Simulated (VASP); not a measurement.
# Li4Co (Im-3m) in VASP: further runs

Runs on Li4Co. Level: PBE. Tasks: single point, relaxation of cell and atoms.

All numbers are computed with VASP 6.6.1; they aren't measurements. Logs are shortened: lines on timing, memory, paths and dates and some standing lists are left out, and cuts for length are marked.

## 1. The cell of the first run

The structure is cubic, space group Im-3m (No. 229). Conventional cell: a = 5.703 Å, b = 5.703 Å, c = 5.703 Å, α = 90.00°, β = 90.00°, γ = 90.00°. Within 3.3 Å of Li (site symmetry -3m) lie 2 Co at 2.47 Å and 6 Li at 2.85 Å. Within 3.3 Å of Co (site symmetry m-3m) lie 8 Li at 2.47 Å.

## 2. Single point, PBE

Input file INCAR:

```
  ALGO = Normal
  EDIFF = 1E-7
  ENCUT = 520
  GGA = PE
  ISIF = 2
  ISMEAR = 0
  LASPH = T
  LCHARG = T
  LELF = T
  LREAL = F
  LVHAR = T
  LWAVE = F
  NBANDS = 18
  NELM = 100
  PREC = Accurate
  SIGMA = 0.1
```

Input file KPOINTS:

```
k-points
0
Gamma
  10 10 10
```

Input file POSCAR:

```
Li4Co
1.0
   -2.8516282277      2.8516282277      2.8516282277
    2.8516282277     -2.8516282277      2.8516282277
    2.8516282277      2.8516282277     -2.8516282277
Li Co
4 1
Direct
    0.0000000000      0.0000000000      0.5000000000
    0.5000000000      0.0000000000      0.0000000000
    0.5000000000      0.5000000000      0.5000000000
    0.0000000000      0.5000000000      0.0000000000
    0.0000000000      0.0000000000      0.0000000000
```

Potentials or basis: VASP PAW PBE potentials, release 64 (Li_sv, Co).

Launch:

```bash
cat potpaw_PBE.64/Li_sv/POTCAR potpaw_PBE.64/Co/POTCAR > POTCAR
mpirun -np 1 vasp_std > vasp.out
```

OUTCAR:

```text
EDIFF = 1E-7
   ENCUT = 520
   GGA = PE
   ISIF = 2
   ISMEAR = 0
   LASPH = T
   LREAL = F
   NELM = 100
   PREC = Accurate

 ion  position               nearest neighbor table
   1  0.000  0.000  0.500-   5 2.47   5 2.47
   2  0.500  0.000  0.000-   5 2.47   5 2.47
   3  0.500  0.500  0.500-   5 2.47   5 2.47
   4  0.000  0.500  0.000-   5 2.47   5 2.47
   5  0.000  0.000  0.000-   1 2.47   2 2.47   3 2.47   4 2.47   1 2.47   4 2.47   2 2.47   3 2.47

  LATTYP: Found a body centered cubic cell.
 ALAT       =     5.7032564554

  Lattice vectors:

 A1 = (  -2.8516282277,   2.8516282277,   2.8516282277)
 A2 = (   2.8516282277,  -2.8516282277,   2.8516282277)
 A3 = (   2.8516282277,   2.8516282277,  -2.8516282277)

Analysis of symmetry for initial positions (statically):
=====================================================================
 Subroutine PRICEL returns:
 Original cell was already a primitive cell.

 Routine SETGRP: Setting up the symmetry group for a
 body centered cubic supercell.

 Subroutine GETGRP returns: Found 48 space group operations
 (whereof 48 operations were pure point group operations)
 out of a pool of 48 trial point group operations.

The static configuration has the point symmetry O_h .

Analysis of symmetry for dynamics (positions and initial velocities):
=====================================================================
 Subroutine PRICEL returns:
 Original cell was already a primitive cell.

 Routine SETGRP: Setting up the symmetry group for a
 body centered cubic supercell.

 Subroutine GETGRP returns: Found 48 space group operations
 (whereof 48 operations were pure point group operations)
 out of a pool of 48 trial point group operations.

The dynamic configuration has the point symmetry O_h .

 Subroutine INISYM returns: Found 48 space group operations
 (whereof 48 operations are pure point group operations),
 and found     1 'primitive' translations

----------------------------------------------------------------------------------------

                                     Primitive cell

  volume of cell :      92.7553

  direct lattice vectors                    reciprocal lattice vectors
    -2.851628228  2.851628228  2.851628228     0.000000000  0.175338424  0.175338424
     2.851628228 -2.851628228  2.851628228     0.175338424  0.000000000  0.175338424
     2.851628228  2.851628228 -2.851628228     0.175338424  0.175338424  0.000000000

  length of vectors
     4.939164975  4.939164975  4.939164975     0.247965978  0.247965978  0.247965978

  position of ions in fractional coordinates (direct lattice)
     0.000000000  0.000000000  0.500000000
     0.500000000  0.000000000  0.000000000
     0.500000000  0.500000000  0.500000000
     0.000000000  0.500000000  0.000000000
     0.000000000  0.000000000  0.000000000

  ion indices of the primitive-cell ions
   primitive index   ion index
                 1           1
                 2           2
                 3           3
                 4           4
                 5           5

----------------------------------------------------------------------------------------

 KPOINTS: k-points

Automatic generation of k-mesh.
 Grid dimensions read from file:
 generate k-points for:   10   10   10

 Generating k-lattice:

  Cartesian coordinates                     Fractional coordinates (reciprocal lattice)
     0.000000000  0.017533842  0.017533842     0.100000000  0.000000000  0.000000000
     0.017533842  0.000000000  0.017533842     0.000000000  0.100000000  0.000000000
     0.017533842  0.017533842  0.000000000     0.000000000  0.000000000  0.100000000

  Length of vectors
     0.024796598  0.024796598  0.024796598

  Shift w.r.t. Gamma in fractional coordinates (k-lattice)
     0.000000000  0.000000000  0.000000000

 Subroutine IBZKPT returns following result:
 ===========================================

 Found     47 irreducible k-points:

 Following reciprocal coordinates:
            Coordinates               Weight
  0.000000  0.000000  0.000000      1.000000
  0.100000  0.000000  0.000000     12.000000
  0.200000  0.000000  0.000000     12.000000
  0.300000  0.000000  0.000000     12.000000
  0.400000  0.000000  0.000000     12.000000
  0.500000  0.000000  0.000000      6.000000
[... 16 lines left out ...]
  0.300000  0.300000  0.100000      8.000000
 -0.300000  0.300000  0.100000     24.000000
 [... further k-points ...]
   k-points           NKPTS =     47   k-points in BZ     NKDIM =     47   number of bands    NBANDS=     18
   number of dos      NEDOS =    301   number of ions     NIONS =      5
   total plane-waves  NPLWV =  64000
   dimension x,y,z NGX =    40 NGY =   40 NGZ =   40
   dimension x,y,z NGXF=    80 NGYF=   80 NGZF=   80
   ions per type =               4   1
   NGX,Y,Z   is equivalent  to a cutoff of  13.46, 13.46, 13.46 a.u.
   NGXF,Y,Z  is equivalent  to a cutoff of  26.93, 26.93, 26.93 a.u.
 SYSTEM =  unknown system
   PREC   = accura    normal or accurate (medium, high low for compatibility)
   ISTART =      0    job   : 0-new  1-cont  2-samecut
   ICHARG =      2    charge: 1-file 2-atom 10-const
   ISPIN  =      1    spin polarized calculation?
   LNONCOLLINEAR =      F non collinear calculations
   LSORBIT =      F    spin-orbit coupling
   LASPH  =      T    aspherical Exc in radial PAW
   ENCUT  =  520.0 eV  38.22 Ry    6.18 a.u.   9.18  9.18  9.18*2*pi/ulx,y,z
   NELM   =    100;   NELMIN=  2; NELMDL= -5     # of ELM steps
   EDIFF  = 0.1E-06   stopping-criterion for ELM
   LREAL  =      F    real-space projection
   EDIFFG = 0.1E-05   stopping-criterion for IOM
   NSW    =      0    number of steps for IOM
   IBRION =     -1    ionic relax: 0-MD 1-quasi-New 2-CG
   NFREE  =      0    steps in history (QN), initial steepest desc. (CG)
   ISIF   =      2    stress and relaxation
   ISYM   =      2    0-nonsym 1-usesym 2-fastsym
   POTIM  = 0.5000    time-step for ionic-motion
   TEBEG  =    0.0;   TEEND  =   0.0 temperature during run
   PSTRESS=    0.0 pullay stress
   NELECT =      21.0000    total number of electrons
   NUPDOWN=      -1.0000    fix difference up-down
   EMIN   =  10.00;   EMAX   =-10.00  energy-range for DOS
   EFERMI =   0.00;   METHOD = LEGACY
   ISMEAR =     0;   SIGMA  =   0.10  broadening in eV -4-tet -1-fermi 0-gaus
   EFERMI_NEDOS =   21; number of points for ismear=-14 and -15
   IALGO  =     38    algorithm
   IMIX   =      4    mixing-type and parameters
     AMIX     =   0.40;   BMIX     =  1.00
     AMIX_MAG =   1.60;   BMIX_MAG =  1.00
  volume/ion in A,a.u.               =      18.55       125.19
  Fermi-wavevector in a.u.,A,eV,Ry     =   0.997781  1.885532 13.545498  0.995566
  Thomas-Fermi vector in A             =   2.129960
   LORBIT       =      0    0 simple, 1 ext, 2 COOP (PROOUT), +10 PAW based schemes
   GGA     = PE    functional components
   LHFCALC =     F    Hartree Fock is set to
   AEXX    =    0.0000 exact exchange contribution
   IVDW    =     0    specifies the selected vdW correction
   LEPSILON=     F    determine dielectric tensor
   LRPA    =     F    only Hartree local field effects (RPA)
 non-spin polarized calculation
 Gauss-broadening in eV      SIGMA  =   0.10
  energy-cutoff  :      520.00
  volume of cell :       92.76
 maximum number of plane-waves:      2514
 NGX is ok and might be reduce to    40
   NGX = 19   NGY = 19   NGZ = 19

 number of electron      21.0000006 magnetization

 Free energy of the ion-electron system (eV)
  ---------------------------------------------------
  ext. energy  EPLUGINS =         0.00000000
  ---------------------------------------------------
  free energy    TOTEN  =       -12.25784290 eV

  energy without entropy =      -12.23534623  energy(sigma->0) =      -12.24659456

 E-fermi :   1.1824     XC(G=0):  -7.7283

 val. band max:        1.1800696670   @ k =   0.3000   0.3000   0.1000
 cond. band min:       1.2109194908   @ k =   0.5000   0.5000   0.2000
 fundamental gap:      0.0308498238
 Fermi energy:         1.1824085691

 k-point     1 :       0.0000    0.0000    0.0000
  band No.  band energies     occupation
      1     -44.8506      2.00000
      2     -44.8233      2.00000
      3     -44.8233      2.00000
      4     -44.8233      2.00000
      5      -2.6315      2.00000
      6       0.9944      1.99214
[... 10 lines left out ...]
     17       5.7602      0.00000
     18       7.3045      0.00000

 k-point     2 :       0.1000    0.0000    0.0000
  band No.  band energies     occupation
      1     -44.8499      2.00000
      2     -44.8239      2.00000
      3     -44.8233      2.00000
      4     -44.8233      2.00000
      5      -2.5644      2.00000
      6       0.9671      1.99768
[... 10 lines left out ...]
     17       6.1928      0.00000
     18       7.6211      0.00000

 k-point     3 :       0.2000    0.0000    0.0000
  band No.  band energies     occupation
      1     -44.8480      2.00000
      2     -44.8258      2.00000
      3     -44.8233      2.00000
      4     -44.8232      2.00000
      5      -2.3656      2.00000
      6       0.8561      2.00000
[... 10 lines left out ...]
     17       7.1003      0.00000
     18       8.4244      0.00000

 k-point     4 :       0.3000    0.0000    0.0000
  band No.  band energies     occupation
      1     -44.8448      2.00000
      2     -44.8287      2.00000
      3     -44.8234      2.00000
      4     -44.8233      2.00000
      5      -2.0441      2.00000
      6       0.6721      2.00000
[... 375 lines left out ...]
      4     -44.8210      2.00000
      5      -2.3029      2.00000
      6       0.8345      2.00000
[... 10 lines left out ...]
     17       7.0890      0.00000
     18       8.4247      0.00000

 k-point    23 :       0.3000    0.3000    0.1000
  band No.  band energies     occupation
      1     -44.8321      2.00000
      2     -44.8320      2.00000
      3     -44.8320      2.00000
      4     -44.8239      2.00000
      5      -1.0275      2.00000
      6       0.1811      2.00000
[... 10 lines left out ...]
     17       7.3711      0.00000
     18       7.3711      0.00000

 k-point    24 :      -0.3000    0.3000    0.1000
  band No.  band energies     occupation
      1     -44.8445      2.00000
      2     -44.8291      2.00000
      3     -44.8265      2.00000
      4     -44.8201      2.00000
      5      -1.9878      2.00000
      6       0.6350      2.00000
[... 10 lines left out ...]
     17       7.7036      0.00000
     18       8.3615      0.00000

 [... further k-points ...]
[... 5 lines left out ...]
  --------------------------------------------------------------------------------------
  -------------------------------------------------------------------------------------
  Total       -0.0390275     -0.0390275     -0.0390275      0.0000000      0.0000000      0.0000000
  in kB       -0.6741286     -0.6741286     -0.6741286      0.0000000      0.0000000      0.0000000
  external PRESSURE =      -0.6741286 kB  Pullay stress =       0.0000000 kB

 VOLUME and BASIS-vectors are now :
 -----------------------------------------------------------------------------
  energy-cutoff  :      520.00
  volume of cell :       92.76
      direct lattice vectors                 reciprocal lattice vectors
    -2.851628228  2.851628228  2.851628228     0.000000000  0.175338424  0.175338424
     2.851628228 -2.851628228  2.851628228     0.175338424  0.000000000  0.175338424
     2.851628228  2.851628228 -2.851628228     0.175338424  0.175338424  0.000000000

 POSITION                                       TOTAL-FORCE (eV/Angst)
 -----------------------------------------------------------------------------------
      1.42581      1.42581     -1.42581         0.000000      0.000000     -0.000000
     -1.42581      1.42581      1.42581         0.000000     -0.000000      0.000000
      1.42581      1.42581      1.42581        -0.000000      0.000000     -0.000000
      1.42581     -1.42581      1.42581        -0.000000      0.000000      0.000000
      0.00000      0.00000      0.00000         0.000000     -0.000000     -0.000000
 -----------------------------------------------------------------------------------
    total drift:                                0.000000     -0.000000      0.000000

  FREE ENERGIE OF THE ION-ELECTRON SYSTEM (eV)
  ---------------------------------------------------
  free  energy   TOTEN  =       -12.2578428997 eV

  energy  without entropy=      -12.2353462262  energy(sigma->0) =      -12.24659456
```

It took 48 s on 1 thread of AMD EPYC 9R45 (Zen 5), shared host; peak memory 0.24 GiB.

Results:

| Property | Result |
| --- | --- |
| Free energy | -12.2578 eV |

Caveat: the cutoff is under 1.25 times the usual one of these potentials, so pressure, stress and relaxed cells hold a basis-set (Pulay) error. Spin polarisation is off, so any magnetic state and its effect on volume and gap are missing.

[end of part 1 of 2]
